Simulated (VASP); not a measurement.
NbRu, 2 atoms in the cell. Symmetry: Cmmm, No. 65, orthorhombic system. Conventional cell: a = 4.084 Å, b = 4.402 Å, c = 3.380 Å, α = 90.00°, β = 90.00°, γ = 90.00°. Nb (site symmetry mmm) has 8 Ru at 2.65 to 2.77 Å and 6 Nb at 3.00 to 3.38 Å within 3.5 Å. Within 3.5 Å of Ru (site symmetry mmm) lie 8 Nb at 2.65 to 2.77 Å and 6 Ru at 3.00 to 3.38 Å.  This cell differs from its parent crystal: strain +0.0750 x Voigt [0, 0, 0, 0, 0, 1].

| Quantity | Value |
| --- | --- |
| Program | VASP 6.6.1 |
| Task | single point |
| Functional | PBEsol |
| Potentials or basis | VASP PAW PBE potentials, release 64 (Nb_sv, Ru_pv) |
| Cutoff | 520 eV |
| k mesh | 16 × 16 × 14 |
| Occupations | gaussian, width 0.15 eV |
| Spin | no spin polarisation |
| Dipole correction | no |
| Further INCAR settings | ALGO = Fast; EDIFF = 1e-07; NBANDS = 20 |

Potentials or basis: VASP PAW PBE potentials, release 64 (Nb_sv, Ru_pv).

Command:

```sh
$ cat potpaw_PBE.64/Nb_sv/POTCAR potpaw_PBE.64/Ru_pv/POTCAR > POTCAR
$ mpirun -np 1 vasp_std > vasp.out
```

Hardware: 1 thread of Intel(R) Xeon(R) 6975P-C (Granite Rapids), with other jobs on the host.

**Question.** How long does it take, and how much memory?

**Answer.** Wall time 3.9 min on 1 thread of Intel(R) Xeon(R) 6975P-C (Granite Rapids) (shared host), peak memory 0.44 GiB. Counts: scf iterations 28, k points 584.
